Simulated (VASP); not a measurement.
Here is a VASP 6.6.1 calculation.

The input INCAR:

```
SYSTEM = HfO2
PREC = Accurate
ENCUT = 520
EDIFF = 1E-7
ISMEAR = 0
SIGMA = 0.05
LREAL = .False.
LASPH = .True.
NELM = 60
ALGO = Normal
ISIF = 2
LWAVE = .False.
LCHARG = .True.
GGA = PE
LELF = .True.
LVHAR = .True.
NBANDS = 31
```

File KPOINTS:

```
Automatic mesh
0
Gamma
  6 6 4
  0 0 0
```

POSCAR

```
HfO2
1.0
    3.6043047991      0.0000000000      0.0000000000
    0.0000000000      3.6043047991      0.0000000000
    0.0000000000      0.0000000000      5.2639673039
Hf O
2 4
Direct
    0.5000000000      0.5000000000      0.5000000000
    0.0000000000      0.0000000000      0.0000000000
    0.0000000000      0.5000000000      0.7217477109
    0.5000000000      0.0000000000      0.7782522891
    0.5000000000      0.0000000000      0.2782522891
    0.0000000000      0.5000000000      0.2217477109
```

Potentials or basis: VASP PAW PBE potentials, release 64 (Hf_pv, O).

The run is started by

```sh
$ cat potpaw_PBE.64/Hf_pv/POTCAR potpaw_PBE.64/O/POTCAR > POTCAR
$ mpirun -np 1 vasp_std > vasp.out
```

**Question.** Predict the pressure.

**Answer.** -8.9 GPa.

**Question.** What does it give for the band gap on the k mesh?

**Answer.** 4.01 eV.

**Question.** Predict the largest force.

**Answer.** 0.460 eV/Å.

Forces in eV/Å, atoms in the order of the input:
```
Hf   0.000  0.000  0.000
Hf   0.000  0.000  0.000
O    0.000  0.000 -0.460
O    0.000  0.000  0.460
O    0.000  0.000  0.460
O    0.000  0.000 -0.460
```

Caveat: the cell differs from its parent crystal (mode 10 (309.8 1/cm) frozen in, largest displacement -0.150 Å); spin-orbit coupling is left out, which moves the levels of the heavy elements. A k mesh can miss the band edges.
